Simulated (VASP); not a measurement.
Bi: single point with PBEsol

The system is Bi.

```
Bi
1.0
    -1.65287    1.65287    1.65287
     1.65287   -1.65287    1.65287
     1.65287    1.65287   -1.65287
Bi
1
Direct
  0.00000 0.00000 0.00000
```

* Program: VASP 6.6.1
* Task: single point
* Functional: PBEsol
* Potentials or basis: VASP PAW PBE potentials, release 64 (Bi_d)
* Cutoff: 520 eV
* k mesh: 20 × 20 × 20
* Occupations: gaussian, width 0.05 eV
* Spin: no spin polarisation
* Dipole correction: no
* Further INCAR settings: ALGO = Fast; EDIFF = 1e-07; NBANDS = 14

```
Pressure : 100.2 GPa
```

Levels at points of the mesh, in eV from the Fermi level:
```tsv
k point	band 5	band 6	band 7	band 8	band 9	band 10	band 11	band 12
(0.00, 0.00, 0.00)	-23.57	-19.09	9.71	9.71	9.71	10.30	10.30	10.30
(0.50, 0.00, 0.00)	-23.15	-11.64	-9.31	2.63	4.06	8.80	9.55	14.92
(0.50, 0.50, 0.50)	-23.25	-5.92	-3.57	-3.57	-3.57	3.17	3.17	16.30
```

It took 37 s on 1 thread of Intel Xeon 6975P-C, with other jobs on the host, peak memory 0.18 GiB.

Caveat: the PAW data sets were made with another functional, which shifts forces and pressure a little; spin-orbit coupling is left out, which moves the levels of the heavy elements.
